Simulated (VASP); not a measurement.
# MgO in VASP: single point with PBE

Aim: the single point of MgO with PBE.

Program: VASP 6.6.1. These are calculated values, not measurements. Logs are shortened: lines on timing, memory, paths and dates and some standing lists are left out, and cuts for length are marked.

## 1. The cell of the first run

The cell holds a slab with vacuum, 6 atoms: a = 3.008 Å, b = 3.008 Å, c = 20.254 Å, α = 90.00°, β = 90.00°, γ = 90.00°.

## 2. Single point, PBE

Contents of INCAR:

```
PREC = Accurate
ENCUT = 520
EDIFF = 1E-6
ISMEAR = -1
SIGMA = 0.02
LREAL = False
LASPH = True
NELM = 100
ALGO = Normal
ISIF = 2
LWAVE = False
LCHARG = True
GGA = PE
LELF = True
LVHAR = True
NBANDS = 21
```

Contents of KPOINTS:

```
regular mesh
0
Gamma
  10 10 1
```

Contents of POSCAR:

```
MgO
1.0
    3.0079491112      0.0000000000      0.0000000000
    0.0000000000      3.0079491112      0.0000000000
    0.0000000000      0.0000000000     20.2539000000
Mg O
3 3
Direct
    0.2500000000      0.2500000000      0.3961221553
    0.7500000000      0.7500000000      0.4999999983
    0.2500000000      0.2500000000      0.6038778387
    0.7500000000      0.7500000000      0.3937806600
    0.2500000000      0.2500000000      0.4999999987
    0.7500000000      0.7500000000      0.6062193490
```

Potentials or basis: VASP PAW PBE potentials, release 64 (Mg, O).

Command:

```
$ cat potpaw_PBE.64/Mg/POTCAR potpaw_PBE.64/O/POTCAR > POTCAR
$ mpirun -np 1 vasp_std > vasp.out
```

OUTCAR:

```text
PREC = Accurate
   ENCUT = 520
   EDIFF = 1E-6
   ISMEAR = -1
   LREAL = False
   LASPH = True
   NELM = 100
   ISIF = 2
   GGA = PE

 ion  position               nearest neighbor table
   1  0.250  0.250  0.396-   5 2.10   4 2.13   4 2.13   4 2.13   4 2.13   2 2.99   2 2.99   2 2.99
                             2 2.99
   2  0.750  0.750  0.500-   5 2.13   5 2.13   5 2.13   5 2.13   4 2.15   6 2.15   3 2.99   3 2.99
                             3 2.99   3 2.99   1 2.99   1 2.99   1 2.99   1 2.99
   3  0.250  0.250  0.604-   5 2.10   6 2.13   6 2.13   6 2.13   6 2.13   2 2.99   2 2.99   2 2.99
                             2 2.99
   4  0.750  0.750  0.394-   1 2.13   1 2.13   1 2.13   1 2.13   2 2.15
   5  0.250  0.250  0.500-   3 2.10   1 2.10   2 2.13   2 2.13   2 2.13   2 2.13
   6  0.750  0.750  0.606-   3 2.13   3 2.13   3 2.13   3 2.13   2 2.15

  LATTYP: Found a simple tetragonal cell.
 ALAT       =     3.0079491112
 C/A-ratio  =     6.7334583303

  Lattice vectors:

 A1 = (   3.0079491112,   0.0000000000,   0.0000000000)
 A2 = (   0.0000000000,   3.0079491112,   0.0000000000)
 A3 = (   0.0000000000,   0.0000000000,  20.2539000000)

Analysis of symmetry for initial positions (statically):
=====================================================================
 Subroutine PRICEL returns:
 Original cell was already a primitive cell.

 Routine SETGRP: Setting up the symmetry group for a
 simple tetragonal supercell.

 Subroutine GETGRP returns: Found 16 space group operations
 (whereof  4 operations were pure point group operations)
 out of a pool of 16 trial point group operations.

The static configuration has the point symmetry C_2v.
 The point group associated with its full space group is D_4h.

Analysis of symmetry for dynamics (positions and initial velocities):
=====================================================================
 Subroutine PRICEL returns:
 Original cell was already a primitive cell.

 Routine SETGRP: Setting up the symmetry group for a
 simple tetragonal supercell.

 Subroutine GETGRP returns: Found 16 space group operations
 (whereof  4 operations were pure point group operations)
 out of a pool of 16 trial point group operations.

The dynamic configuration has the point symmetry C_2v.
 The point group associated with its full space group is D_4h.

 Subroutine INISYM returns: Found 16 space group operations
 (whereof  4 operations are pure point group operations),
 and found     1 'primitive' translations

----------------------------------------------------------------------------------------

                                     Primitive cell

  volume of cell :     183.2524

  direct lattice vectors                    reciprocal lattice vectors
     3.007949111  0.000000000  0.000000000     0.332452433  0.000000000  0.000000000
     0.000000000  3.007949111  0.000000000     0.000000000  0.332452433  0.000000000
     0.000000000  0.000000000 20.253900000     0.000000000  0.000000000  0.049373207

  length of vectors
     3.007949111  3.007949111 20.253900000     0.332452433  0.332452433  0.049373207

  position of ions in fractional coordinates (direct lattice)
     0.250000000  0.250000000  0.396122155
     0.750000000  0.750000000  0.499999998
     0.250000000  0.250000000  0.603877839
     0.750000000  0.750000000  0.393780660
     0.250000000  0.250000000  0.499999999
     0.750000000  0.750000000  0.606219349

  ion indices of the primitive-cell ions
   primitive index   ion index
                 1           1
                 2           2
                 3           3
                 4           4
                 5           5
                 6           6

----------------------------------------------------------------------------------------

 KPOINTS: regular mesh

Automatic generation of k-mesh.
 Grid dimensions read from file:
 generate k-points for:   10   10    1

 Generating k-lattice:

  Cartesian coordinates                     Fractional coordinates (reciprocal lattice)
     0.033245243  0.000000000  0.000000000     0.100000000  0.000000000  0.000000000
     0.000000000  0.033245243  0.000000000     0.000000000  0.100000000  0.000000000
     0.000000000  0.000000000  0.049373207     0.000000000  0.000000000  1.000000000

  Length of vectors
     0.033245243  0.033245243  0.049373207

  Shift w.r.t. Gamma in fractional coordinates (k-lattice)
     0.000000000  0.000000000  0.000000000

 Subroutine IBZKPT returns following result:
 ===========================================

 Found     21 irreducible k-points:

 Following reciprocal coordinates:
            Coordinates               Weight
  0.000000  0.000000  0.000000      1.000000
  0.100000  0.000000  0.000000      4.000000
  0.200000  0.000000  0.000000      4.000000
  0.300000  0.000000  0.000000      4.000000
  0.400000  0.000000  0.000000      4.000000
  0.500000  0.000000  0.000000      2.000000
[... 13 lines left out ...]
  0.500000  0.400000  0.000000      4.000000
  0.500000  0.500000  0.000000      1.000000
   k-points           NKPTS =     21   k-points in BZ     NKDIM =     21   number of bands    NBANDS=     21
   number of dos      NEDOS =    301   number of ions     NIONS =      6
   total plane-waves  NPLWV =  92160
   dimension x,y,z NGX =    24 NGY =   24 NGZ =  160
   dimension x,y,z NGXF=    48 NGYF=   48 NGZF=  320
   ions per type =               3   3
   NGX,Y,Z   is equivalent  to a cutoff of  13.26, 13.26, 13.13 a.u.
   NGXF,Y,Z  is equivalent  to a cutoff of  26.53, 26.53, 26.27 a.u.
 SYSTEM =  unknown system
   PREC   = accura    normal or accurate (medium, high low for compatibility)
   ISTART =      0    job   : 0-new  1-cont  2-samecut
   ICHARG =      2    charge: 1-file 2-atom 10-const
   ISPIN  =      1    spin polarized calculation?
   LNONCOLLINEAR =      F non collinear calculations
   LSORBIT =      F    spin-orbit coupling
   LASPH  =      T    aspherical Exc in radial PAW
   ENCUT  =  520.0 eV  38.22 Ry    6.18 a.u.   5.59  5.59 37.66*2*pi/ulx,y,z
   NELM   =    100;   NELMIN=  2; NELMDL= -5     # of ELM steps
   EDIFF  = 0.1E-05   stopping-criterion for ELM
   LREAL  =      F    real-space projection
   EDIFFG = 0.1E-04   stopping-criterion for IOM
   NSW    =      0    number of steps for IOM
   IBRION =     -1    ionic relax: 0-MD 1-quasi-New 2-CG
   NFREE  =      0    steps in history (QN), initial steepest desc. (CG)
   ISIF   =      2    stress and relaxation
   ISYM   =      2    0-nonsym 1-usesym 2-fastsym
   POTIM  = 0.5000    time-step for ionic-motion
   TEBEG  =    0.0;   TEEND  =   0.0 temperature during run
   PSTRESS=    0.0 pullay stress
   NELECT =      24.0000    total number of electrons
   NUPDOWN=      -1.0000    fix difference up-down
   EMIN   =  10.00;   EMAX   =-10.00  energy-range for DOS
   EFERMI =   0.00;   METHOD = LEGACY
   ISMEAR =    -1;   SIGMA  =   0.02  broadening in eV -4-tet -1-fermi 0-gaus
   EFERMI_NEDOS =   21; number of points for ismear=-14 and -15
   IALGO  =     38    algorithm
   IMIX   =      4    mixing-type and parameters
     AMIX     =   0.40;   BMIX     =  1.00
     AMIX_MAG =   1.60;   BMIX_MAG =  1.00
  volume/ion in A,a.u.               =      30.54       206.11
  Fermi-wavevector in a.u.,A,eV,Ry     =   0.831372  1.571065  9.404066  0.691179
  Thomas-Fermi vector in A             =   1.944248
   LORBIT       =      0    0 simple, 1 ext, 2 COOP (PROOUT), +10 PAW based schemes
   GGA     = PE    functional components
   LHFCALC =     F    Hartree Fock is set to
   AEXX    =    0.0000 exact exchange contribution
   IVDW    =     0    specifies the selected vdW correction
   LEPSILON=     F    determine dielectric tensor
   LRPA    =     F    only Hartree local field effects (RPA)
 non-spin polarized calculation
  energy-cutoff  :      520.00
  volume of cell :      183.25
 maximum number of plane-waves:      4967
 NGX is ok and might be reduce to    24
   NGX = 11   NGY = 11   NGZ = 75

 number of electron      24.0000010 magnetization

 Free energy of the ion-electron system (eV)
  ---------------------------------------------------
  ext. energy  EPLUGINS =         0.00000000
  ---------------------------------------------------
  free energy    TOTEN  =       -34.71263307 eV

  energy without entropy =      -34.71263307  energy(sigma->0) =      -34.71263307

 E-fermi :  -2.1732     XC(G=0):  -4.1866

 val. band max:       -2.6405788364   @ k =   0.0000   0.0000   0.0000
 cond. band min:       0.7703119886   @ k =   0.0000   0.0000   0.0000
 fundamental gap:      3.4108908250
 Fermi energy:        -2.1731628758

 k-point     1 :       0.0000    0.0000    0.0000
  band No.  band energies     occupation
      1     -19.4066      2.00000
      2     -18.5413      2.00000
      3     -18.2201      2.00000
      4      -5.9557      2.00000
      5      -4.4597      2.00000
      6      -3.6590      2.00000
[... 13 lines left out ...]
     20       6.9068      0.00000
     21       7.0493      0.00000

 k-point     2 :       0.1000    0.0000    0.0000
  band No.  band energies     occupation
      1     -19.3477      2.00000
      2     -18.4972      2.00000
      3     -18.1975      2.00000
      4      -5.9097      2.00000
      5      -4.6438      2.00000
      6      -3.7294      2.00000
[... 13 lines left out ...]
     20       7.0703      0.00000
     21       7.3478      0.00000

 k-point     3 :       0.2000    0.0000    0.0000
  band No.  band energies     occupation
      1     -19.1841      2.00000
      2     -18.3784      2.00000
      3     -18.1429      2.00000
      4      -5.8460      2.00000
      5      -5.2140      2.00000
      6      -4.2188      2.00000
[... 13 lines left out ...]
     20       7.4186      0.00000
     21       7.7713      0.00000

 k-point     4 :       0.3000    0.0000    0.0000
  band No.  band energies     occupation
      1     -18.9571      2.00000
      2     -18.2244      2.00000
      3     -18.0898      2.00000
      4      -6.0188      2.00000
      5      -5.8958      2.00000
      6      -4.9362      2.00000
[... 13 lines left out ...]
     20       7.4662      0.00000
     21       7.7283      0.00000

 k-point     5 :       0.4000    0.0000    0.0000
  band No.  band energies     occupation
      1     -18.7399      2.00000
      2     -18.0933      2.00000
      3     -18.0711      2.00000
      4      -6.3964      2.00000
      5      -6.3779      2.00000
      6      -5.5671      2.00000
[... 13 lines left out ...]
     20       6.9014      0.00000
     21       7.5045      0.00000

 k-point     6 :       0.5000    0.0000    0.0000
  band No.  band energies     occupation
      1     -18.6426      2.00000
      2     -18.0760      2.00000
      3     -18.0416      2.00000
      4      -6.5751      2.00000
      5      -6.5405      2.00000
      6      -5.7991      2.00000
[... 13 lines left out ...]
     20       6.8348      0.00000
     21       7.3534      0.00000

 k-point     7 :       0.1000    0.1000    0.0000
  band No.  band energies     occupation
      1     -19.2906      2.00000
      2     -18.4544      2.00000
      3     -18.1753      2.00000
      4      -5.8638      2.00000
      5      -4.7230      2.00000
      6      -3.9834      2.00000
[... 13 lines left out ...]
     20       7.3476      0.00000
     21       7.5135      0.00000
[... 219 lines left out ...]
      1     -18.5048      2.00000
      2     -17.8949      2.00000
      3     -17.8884      2.00000
      4      -6.0303      2.00000
      5      -5.7231      2.00000
      6      -5.6735      2.00000
[... 13 lines left out ...]
     20       7.8333      0.00000
     21       8.4130      0.00000

 k-point    18 :       0.5000    0.3000    0.0000
  band No.  band energies     occupation
      1     -18.4486      2.00000
      2     -17.8783      2.00000
      3     -17.8504      2.00000
      4      -6.1865      2.00000
      5      -5.8386      2.00000
      6      -5.7697      2.00000
[... 13 lines left out ...]
     20       8.1926      0.00000
     21       8.2310      0.00000

 k-point    19 :       0.4000    0.4000    0.0000
  band No.  band energies     occupation
      1     -18.4083      2.00000
      2     -17.8253      2.00000
      3     -17.8056      2.00000
      4      -6.0536      2.00000
      5      -5.9793      2.00000
      6      -5.3496      2.00000
[... 13 lines left out ...]
     20       8.0917      0.00000
     21       8.4242      0.00000

 k-point    20 :       0.5000    0.4000    0.0000
  band No.  band energies     occupation
      1     -18.3702      2.00000
      2     -17.7985      2.00000
      3     -17.7732      2.00000
      4      -6.1441      2.00000
      5      -6.0549      2.00000
      6      -5.3286      2.00000
[... 13 lines left out ...]
     20       8.2314      0.00000
     21       8.9899      0.00000

 k-point    21 :       0.5000    0.5000    0.0000
  band No.  band energies     occupation
      1     -18.3398      2.00000
      2     -17.7675      2.00000
      3     -17.7431      2.00000
      4      -6.1609      2.00000
      5      -6.1609      2.00000
      6      -5.0848      2.00000
[... 13 lines left out ...]
     20       9.0131      0.00000
     21       9.0131      0.00000

------------------------ aborting loop because EDIFF is reached ----------------------------------------

  FORCE on cell =-STRESS in cart. coord.  units (eV):
  Direction    XX          YY          ZZ          XY          YZ          ZX
  --------------------------------------------------------------------------------------
  -------------------------------------------------------------------------------------
  Total       -3.9993976     -3.9993976     -0.1678927      0.0000000      0.0000000     -0.0000000
  in kB      -34.9667711    -34.9667711     -1.4678871      0.0000000      0.0000000     -0.0000000
  external PRESSURE =     -23.8004764 kB  Pullay stress =       0.0000000 kB

 VOLUME and BASIS-vectors are now :
 -----------------------------------------------------------------------------
  energy-cutoff  :      520.00
  volume of cell :      183.25
      direct lattice vectors                 reciprocal lattice vectors
     3.007949111  0.000000000  0.000000000     0.332452433  0.000000000  0.000000000
     0.000000000  3.007949111  0.000000000     0.000000000  0.332452433  0.000000000
     0.000000000  0.000000000 20.253900000     0.000000000  0.000000000  0.049373207

 POSITION                                       TOTAL-FORCE (eV/Angst)
 -----------------------------------------------------------------------------------
      0.75199      0.75199      8.02302        -0.000000      0.000000      0.027741
      2.25596      2.25596     10.12695        -0.000000      0.000000      0.000000
      0.75199      0.75199     12.23088        -0.000000      0.000000     -0.027741
      2.25596      2.25596      7.97559         0.000000     -0.000000     -0.004483
      0.75199      0.75199     10.12695        -0.000000      0.000000      0.000000
      2.25596      2.25596     12.27831         0.000000     -0.000000      0.004483
 -----------------------------------------------------------------------------------
    total drift:                                0.000000      0.000000     -0.000220

  FREE ENERGIE OF THE ION-ELECTRON SYSTEM (eV)
  ---------------------------------------------------
  free  energy   TOTEN  =       -34.7126330685 eV

  energy  without entropy=      -34.7126330685  energy(sigma->0) =      -34.71263307
```

It took 2.8 min on 1 thread of Intel Xeon 8259CL, shared host; peak memory 0.31 GiB.

What came out:

```
Free energy            : -34.7126 eV
Largest force          : 0.028 eV/Å
Band gap on the k mesh : 3.41 eV
```

Forces on the atoms (eV/Å):
```
Mg   0.000  0.000  0.028
Mg   0.000  0.000  0.000
Mg   0.000  0.000 -0.028
O    0.000  0.000 -0.004
O    0.000  0.000  0.000
O    0.000  0.000  0.004
```
